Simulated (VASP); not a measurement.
Set up this calculation in VASP 6.6.1, as the native input.

| Quantity | Value |
| --- | --- |
| Task | single point |
| Functional | PBE |
| Potentials or basis | VASP PAW PBE potentials, release 64 (Cl, I, Na_pv) |
| Cutoff | 520 eV |
| k mesh | 6 × 6 × 6 |
| Occupations | gaussian, width 0.01 eV |
| Spin | no spin polarisation |
| Dipole correction | no |
| Further INCAR settings | ALGO = Normal; EDIFF = 1e-06; NBANDS = 22 |

The structure of Na2ICl lies in POSCAR:

```
Na2ICl
1.0
    2.1413579753      1.2363136034      6.9777610676
   -2.1413579753      1.2363136034      6.9777610676
    0.0000000000     -2.4726272069      6.9777610676
Cl I Na
1 1 2
Direct
    1.0000000000      0.0000000000      0.0000000000
    0.5000000000      0.5000000000      0.5000000000
    0.2603245733      0.2603245733      0.2603245733
    0.7396754267      0.7396754267      0.7396754267
```

These files were run (other wordings do the same):

INCAR

```
PREC = Accurate
ENCUT = 520
EDIFF = 1E-6
ISMEAR = 0
SIGMA = 0.01
LREAL = False
LASPH = True
NELM = 80
ALGO = Normal
ISIF = 2
LWAVE = False
LCHARG = True
GGA = PE
LELF = True
LVHAR = True
NBANDS = 22
```

KPOINTS

```
Automatic mesh
0
Gamma
  6 6 6
```

Potentials or basis: VASP PAW PBE potentials, release 64 (Cl, I, Na_pv).

Launch:

```sh
$ cat potpaw_PBE.64/Cl/POTCAR potpaw_PBE.64/I/POTCAR potpaw_PBE.64/Na_pv/POTCAR > POTCAR
$ mpirun -np 1 vasp_std > vasp.out
```

Results of the run:

```
Pressure               : 0.7 GPa
Band gap on the k mesh : 3.19 eV
```

Caveat: spin-orbit coupling is left out, which moves the levels of the heavy elements.

Wall time 4.6 min on 1 thread of AMD EPYC 7R43 64-Core Processor (Zen 3), on a shared host, peak memory 0.4 GiB.
